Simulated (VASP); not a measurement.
# LiH in VASP: notebook, part 2 of 2

VASP 6.6.1.

**3. Single point, PBE**

Input file INCAR:

```
  PREC = Accurate
  ENCUT = 520
  EDIFF = 1E-6
  ISMEAR = 0
  SIGMA = 0.1
  LREAL = F
  LASPH = T
  NELM = 80
  ALGO = Normal
  ISIF = 2
  LWAVE = F
  LCHARG = F
  GGA = PE
  NBANDS = 12
```

Input file KPOINTS:

```
regular mesh
0
Gamma
  6 6 4
```

Input file POSCAR:

```
LiH
1.0
    2.6850535581     -0.7208771013     -0.0021215427
   -0.7158998776      2.6863264422      0.0023832074
    0.0034140597     -0.0038127335      4.8851862833
Li H
2 2
Direct
    0.4993709510      0.4994670668      0.2500128455
    0.5005984371      0.5005002659      0.7500123284
    0.1667317418      0.8333106133      0.4999926379
   -0.1667011299      1.1667220540     -0.0000178117
```

Potentials or basis: VASP PAW PBE potentials, release 64 (Li_sv, H).

Run with:

```bash
$ cat potpaw_PBE.64/Li_sv/POTCAR potpaw_PBE.64/H/POTCAR > POTCAR
$ mpirun -np 1 vasp_std > vasp.out
```

OUTCAR:

```text
PREC = Accurate
   ENCUT = 520
   EDIFF = 1E-6
   ISMEAR = 0
   LREAL = F
   LASPH = T
   NELM = 80
   ISIF = 2
   GGA = PE

 ion  position               nearest neighbor table
   1  0.499  0.499  0.250-   2 2.44   2 2.44
   2  0.501  0.501  0.750-   1 2.44   1 2.44
   3  0.167  0.833  0.500-
   4  0.833  0.167  1.000-

  LATTYP: Found a base centered monoclinic cell.
 ALAT       =    17.4358540525
 B/A-ratio  =     0.1595669311
 C/A-ratio  =     0.3933410690
 COS(beta)  =    -0.9804695184

  Lattice vectors:

 A1 = (   4.1134392536,  -6.0897172522,  -4.8920742408)
 A2 = (   6.0825929341,  -4.1242679113,  -4.8918125761)
 A3 = (  -3.3975393760,   3.4033908100,   4.8896910334)

Analysis of symmetry for initial positions (statically):
=====================================================================
 Subroutine PRICEL returns:
 Original cell was already a primitive cell.

 Routine SETGRP: Setting up the symmetry group for a
 base centered monoclinic supercell.

 Subroutine GETGRP returns: Found  1 space group operations
 (whereof  1 operations were pure point group operations)
 out of a pool of  4 trial point group operations.

The static configuration has the point symmetry C_1 .

Analysis of symmetry for dynamics (positions and initial velocities):
=====================================================================
 Subroutine PRICEL returns:
 Original cell was already a primitive cell.

 Routine SETGRP: Setting up the symmetry group for a
 base centered monoclinic supercell.

 Subroutine GETGRP returns: Found  1 space group operations
 (whereof  1 operations were pure point group operations)
 out of a pool of  4 trial point group operations.

The dynamic configuration has the point symmetry C_1 .

 Subroutine INISYM returns: Found  1 space group operations
 (whereof  1 operations are pure point group operations),
 and found     1 'primitive' translations

----------------------------------------------------------------------------------------

                                     Primitive cell

  volume of cell :      32.7154

  direct lattice vectors                    reciprocal lattice vectors
     2.685053558 -0.720877101 -0.002121543     0.401132448  0.106901058 -0.000196902
    -0.715899878  2.686326442  0.002383207     0.107644274  0.400942320  0.000237695
     0.003414060 -0.003812734  4.885186283     0.000121691 -0.000149172  0.204700283

  length of vectors
     2.780140447  2.780084184  4.885188964     0.415132649  0.415141049  0.204700374

  position of ions in fractional coordinates (direct lattice)
     0.499370951  0.499467067  0.250012846
     0.500598437  0.500500266  0.750012328
     0.166731742  0.833310613  0.499992638
     0.833298870  0.166722054  0.999982188

  ion indices of the primitive-cell ions
   primitive index   ion index
                 1           1
                 2           2
                 3           3
                 4           4

----------------------------------------------------------------------------------------

 KPOINTS: regular mesh

Automatic generation of k-mesh.
[... 26 lines left out ...]
  0.333333 -0.000000  0.000000      2.000000
 -0.000000  0.333333 -0.000000      2.000000
  0.500000 -0.000000  0.000000      1.000000
[... 16 lines left out ...]
 -0.000000  0.166667 -0.250000      2.000000
  0.333333  0.000000  0.250000      2.000000
 [... further k-points ...]
   k-points           NKPTS =     76   k-points in BZ     NKDIM =     76   number of bands    NBANDS=     12
   number of dos      NEDOS =    301   number of ions     NIONS =      4
   total plane-waves  NPLWV =  20736
   dimension x,y,z NGX =    24 NGY =   24 NGZ =   36
   dimension x,y,z NGXF=    48 NGYF=   48 NGZF=   72
   ions per type =               2   2
   NGX,Y,Z   is equivalent  to a cutoff of  14.35, 14.35, 12.25 a.u.
   NGXF,Y,Z  is equivalent  to a cutoff of  28.70, 28.70, 24.50 a.u.
 SYSTEM =  unknown system
   PREC   = accura    normal or accurate (medium, high low for compatibility)
   ISTART =      0    job   : 0-new  1-cont  2-samecut
   ICHARG =      2    charge: 1-file 2-atom 10-const
   ISPIN  =      1    spin polarized calculation?
   LNONCOLLINEAR =      F non collinear calculations
   LSORBIT =      F    spin-orbit coupling
   LASPH  =      T    aspherical Exc in radial PAW
   ENCUT  =  520.0 eV  38.22 Ry    6.18 a.u.   5.17  5.17  9.08*2*pi/ulx,y,z
   NELM   =     80;   NELMIN=  2; NELMDL= -5     # of ELM steps
   EDIFF  = 0.1E-05   stopping-criterion for ELM
   LREAL  =      F    real-space projection
   EDIFFG = 0.1E-04   stopping-criterion for IOM
   NSW    =      0    number of steps for IOM
   IBRION =     -1    ionic relax: 0-MD 1-quasi-New 2-CG
   NFREE  =      0    steps in history (QN), initial steepest desc. (CG)
   ISIF   =      2    stress and relaxation
   ISYM   =      2    0-nonsym 1-usesym 2-fastsym
   POTIM  = 0.5000    time-step for ionic-motion
   TEBEG  =    0.0;   TEEND  =   0.0 temperature during run
   PSTRESS=    0.0 pullay stress
   NELECT =       8.0000    total number of electrons
   NUPDOWN=      -1.0000    fix difference up-down
   EMIN   =  10.00;   EMAX   =-10.00  energy-range for DOS
   EFERMI =   0.00;   METHOD = LEGACY
   ISMEAR =     0;   SIGMA  =   0.10  broadening in eV -4-tet -1-fermi 0-gaus
   EFERMI_NEDOS =   21; number of points for ismear=-14 and -15
   IALGO  =     38    algorithm
   IMIX   =      4    mixing-type and parameters
     AMIX     =   0.40;   BMIX     =  1.00
     AMIX_MAG =   1.60;   BMIX_MAG =  1.00
  volume/ion in A,a.u.               =       8.18        55.19
  Fermi-wavevector in a.u.,A,eV,Ry     =   1.023735  1.934578 14.259346  1.048032
  Thomas-Fermi vector in A             =   2.157484
   LORBIT       =      0    0 simple, 1 ext, 2 COOP (PROOUT), +10 PAW based schemes
   GGA     = PE    functional components
   LHFCALC =     F    Hartree Fock is set to
   AEXX    =    0.0000 exact exchange contribution
   IVDW    =     0    specifies the selected vdW correction
   LEPSILON=     F    determine dielectric tensor
   LRPA    =     F    only Hartree local field effects (RPA)
 non-spin polarized calculation
 Gauss-broadening in eV      SIGMA  =   0.10
  energy-cutoff  :      520.00
  volume of cell :       32.72
 maximum number of plane-waves:       896
 NGX is ok and might be reduce to    24
   NGX = 11   NGY = 11   NGZ = 19

 number of electron       8.0000009 magnetization

 Free energy of the ion-electron system (eV)
  ---------------------------------------------------
  ext. energy  EPLUGINS =         0.00000000
  ---------------------------------------------------
  free energy    TOTEN  =       -12.04198798 eV

  energy without entropy =      -12.04198798  energy(sigma->0) =      -12.04198798

 E-fermi :   0.3769     XC(G=0):  -8.4539

 val. band max:       -0.0687897170   @ k =   0.5000   0.5000  -0.0000
 cond. band min:       4.2795213332   @ k =   0.5000  -0.0000   0.5000
 fundamental gap:      4.3483110502
 Fermi energy:         0.3768920091

 k-point     1 :       0.0000    0.0000    0.0000
  band No.  band energies     occupation
      1     -44.4562      2.00000
      2     -44.3896      2.00000
      3      -5.3290      2.00000
      4      -3.0671      2.00000
      5       4.4696      0.00000
      6      14.4164      0.00000
      7      15.6801      0.00000
      8      16.3051      0.00000
      9      16.3222      0.00000
     10      16.5090      0.00000
     11      19.7515      0.00000
     12      19.7777      0.00000
[... 331 lines left out ...]
 k-point    24 :       0.3333    0.0000    0.2500
  band No.  band energies     occupation
      1     -44.4179      2.00000
      2     -44.3741      2.00000
      3      -3.3178      2.00000
      4      -1.5281      2.00000
      5       5.7500      0.00000
      6       6.6241      0.00000
      7       8.8526      0.00000
      8      12.5981      0.00000
      9      12.7816      0.00000
     10      15.2218      0.00000
     11      15.5136      0.00000
     12      16.0507      0.00000

 [... further k-points ...]
[... 5 lines left out ...]
  --------------------------------------------------------------------------------------
  -------------------------------------------------------------------------------------
  Total       -0.0469769     -0.0465339     -0.0428842     -0.0084557      0.0002597     -0.0003740
  in kB       -2.3006093     -2.2789101     -2.1001733     -0.4141023      0.0127159     -0.0183173
  external PRESSURE =      -2.2265642 kB  Pullay stress =       0.0000000 kB

 VOLUME and BASIS-vectors are now :
 -----------------------------------------------------------------------------
  energy-cutoff  :      520.00
  volume of cell :       32.72
      direct lattice vectors                 reciprocal lattice vectors
     2.685053558 -0.720877101 -0.002121543     0.401132448  0.106901058 -0.000196902
    -0.715899878  2.686326442  0.002383207     0.107644274  0.400942320  0.000237695
     0.003414060 -0.003812734  4.885186283     0.000121691 -0.000149172  0.204700283

 POSITION                                       TOTAL-FORCE (eV/Angst)
 -----------------------------------------------------------------------------------
      0.98412      0.98079      1.22149         0.000517      0.000413     -0.000169
      0.98839      0.98078      3.66408        -0.000385     -0.000260     -0.000136
     -0.14718      2.11644      2.44419        -0.000417      0.000234      0.000032
      2.12151     -0.15665      4.88373         0.000285     -0.000387      0.000273
 -----------------------------------------------------------------------------------
    total drift:                               -0.000005      0.000003     -0.000004

  FREE ENERGIE OF THE ION-ELECTRON SYSTEM (eV)
  ---------------------------------------------------
  free  energy   TOTEN  =       -12.0419879790 eV

  energy  without entropy=      -12.0419879790  energy(sigma->0) =      -12.04198798
```

Wall time 8.2 s (1 thread of Intel Xeon 6975P-C (Granite Rapids), shared host); peak memory 0.15 GiB.

Results:

| Item | Value |
| --- | --- |
| Free energy | -12.0420 eV |
| Band gap on the k mesh | 4.35 eV, indirect (least direct gap 4.95 eV) |

Caveat: the k points lie up to 0.43 Å⁻¹ apart; the cutoff is under 1.25 times the usual one of these potentials, so pressure, stress and relaxed cells hold a basis-set (Pulay) error. A k mesh can miss the band edges.

**4. Single point, PBE**

Input file INCAR:

```
ALGO = Normal
EDIFF = 1E-6
ENCUT = 520
GGA = PE
ISIF = 2
ISMEAR = 0
LASPH = True
LCHARG = False
LREAL = False
LWAVE = False
NBANDS = 12
NELM = 100
PREC = Accurate
SIGMA = 0.02
```

Input file KPOINTS:

```
k-points
0
Gamma
  12 12 6
```

Input file POSCAR:

```
LiH
1.0
    2.7801123154      0.0000000000      0.0000000000
   -1.3900561577      2.4076478905      0.0000000000
    0.0000000000      0.0000000000      4.8851889641
Li H
2 2
Direct
    0.0000000000      0.0000000000      0.0000000000
    0.0000000000      0.0000000000      0.5000000000
    0.6666666667      0.3333333333      0.2500000000
    0.3333333333      0.6666666667      0.7500000000
```

Run with:

```bash
$ cat potpaw_PBE.64/Li_sv/POTCAR potpaw_PBE.64/H/POTCAR > POTCAR
$ mpirun -np 1 vasp_std > vasp.out
```

Wall time 9.4 s (1 thread of Intel Xeon 6975P-C (Granite Rapids), shared host); peak memory 0.16 GiB.

The run converged. Its results:

```
Free energy            : -12.0426 eV
Band gap on the k mesh : 4.36 eV, indirect (least direct gap 4.96 eV)
```

Levels at points of the mesh, in eV from the valence-band top:
| k point | band 2 | band 3 | band 4 | band 5 | band 6 | band 7 |
| --- | --- | --- | --- | --- | --- | --- |
| (0.00, 0.00, 0.00) | -44.32 | -5.26 | -3.00 | 4.54 | 14.50 | 15.76 |
| (0.50, 0.00, 0.00) | -44.28 | -2.41 | 0.00 | 4.96 | 5.88 | 6.03 |
| (0.00, 0.00, 0.50) | -44.35 | -4.35 | -4.35 | 8.48 | 8.48 | 15.66 |
| (0.50, 0.00, 0.50) | -44.31 | -1.34 | -1.34 | 4.36 | 4.36 | 11.39 |

Caveat: the cutoff is under 1.25 times the usual one of these potentials, so pressure, stress and relaxed cells hold a basis-set (Pulay) error.

**5. Relaxation of cell and atoms, PBE**

Input file INCAR:

```
SYSTEM = LiH
ALGO     = Normal         ! electronic algorithm
EDIFF    = 1E-7           ! SCF threshold, eV
EDIFFG   = -0.01          ! ionic threshold
ENCUT    = 600            ! plane-wave cutoff, eV
GGA      = PE             ! functional
IBRION   = 2              ! ionic algorithm
ISIF     = 3              ! what is computed and relaxed
ISMEAR   = 0              ! smearing method
LASPH    = .True.         ! aspherical terms in the spheres
LCHARG   = .False.        ! write CHGCAR
LREAL    = .False.        ! projectors in reciprocal space
LWAVE    = .False.        ! write WAVECAR
NELM     = 80             ! most SCF steps
NSW      = 100            ! ionic steps
PREC     = Accurate       ! precision mode
SIGMA    = 0.02           ! smearing width, eV
```

Input file KPOINTS:

```
k-points
0
Gamma
  12 12 6
  0 0 0
```

POSCAR is that of step 4.

Run with:

```bash
$ cat potpaw_PBE.64/Li_sv/POTCAR potpaw_PBE.64/H/POTCAR > POTCAR
$ mpirun -np 1 vasp_std > vasp.out
```

Run time: 12 s. Hardware: 1 thread of Intel Xeon 6975P-C (Granite Rapids), shared host; peak memory 0.16 GiB.

The run converged. Its results:

| Quantity | Value |
| --- | --- |
| Free energy | -12.0430 eV |
| Relaxed volume | 8.16 Å³/atom |
| Relaxed cell | a = 2.779 Å, b = 2.779 Å, c = 4.883 Å, α = 90.00°, β = 90.00°, γ = 120.00° |
| Space group after relaxing (to 0.05 Å) | P6_3/mmc (No. 194) |
| Energy gained by relaxing | 0.0 meV/atom |
| Ionic steps | 2 |
| Pressure after relaxing | -0.1 GPa |
| Band gap on the k mesh | 4.36 eV, indirect (least direct gap 4.96 eV) |

Final structure:
```yaml
crystal:
  lattice:
    - [2.77888, 0.00000, 0.00000]
    - [-1.38944, 2.40658, 0.00000]
    - [0.00000, 0.00000, 4.88255]
  atoms:
    - { symbol: Li, position: [0.00000, 0.00000, 0.00000] }
    - { symbol: Li, position: [0.00000, 0.00000, 0.50000] }
    - { symbol: H, position: [0.66667, 0.33333, 0.25000] }
    - { symbol: H, position: [0.33333, 0.66667, 0.75000] }
```

Levels at points of the mesh, in eV from the valence-band top:
```csv
k point,band 1,band 2,band 3,band 4,band 5,band 6,band 7,band 8
"(0.00, 0.00, 0.00)",-44.38,-44.31,-5.26,-3.00,4.55,14.51,15.77,16.41
"(0.50, 0.00, 0.00)",-44.34,-44.28,-2.41,0.00,4.96,5.89,6.03,11.62
"(0.00, 0.00, 0.50)",-44.34,-44.34,-4.36,-4.36,8.48,8.48,15.67,15.67
"(0.50, 0.00, 0.50)",-44.31,-44.31,-1.34,-1.34,4.36,4.36,11.40,11.40
```

Caveat: the cutoff is under 1.25 times the usual one of these potentials, so pressure, stress and relaxed cells hold a basis-set (Pulay) error.

**6. Summary**

```csv
task,cell,k mesh,cutoff (eV),smearing,gap on the mesh (eV)
single point,"a = 2.780, b = 2.780, c = 4.885 Å, angles 90.0, 90.0, 120.0°, 4 atoms",6 × 6 × 4,520,gaussian 0.1 eV,4.35
single point,"a = 2.780, b = 2.780, c = 4.885 Å, angles 90.0, 90.0, 120.0°, 4 atoms",12 × 12 × 6,520,gaussian 0.02 eV,4.36
relaxation of cell and atoms,"relaxed from a = 2.780, b = 2.780, c = 4.885 Å, angles 90.0, 90.0, 120.0°, 4 atoms",12 × 12 × 6,600,gaussian 0.02 eV,4.36
```

Alike in all rows: level PBE; potentials or basis VASP PAW PBE potentials, release 64 (Li_sv, H); no spin polarisation.

Caveats: some runs use coarse meshes; the cutoff is under 1.25 times the usual one of these potentials, so pressure, stress and relaxed cells hold a basis-set (Pulay) error.

Total energies depend on the potentials used, so only differences within one code and one set of settings carry meaning.
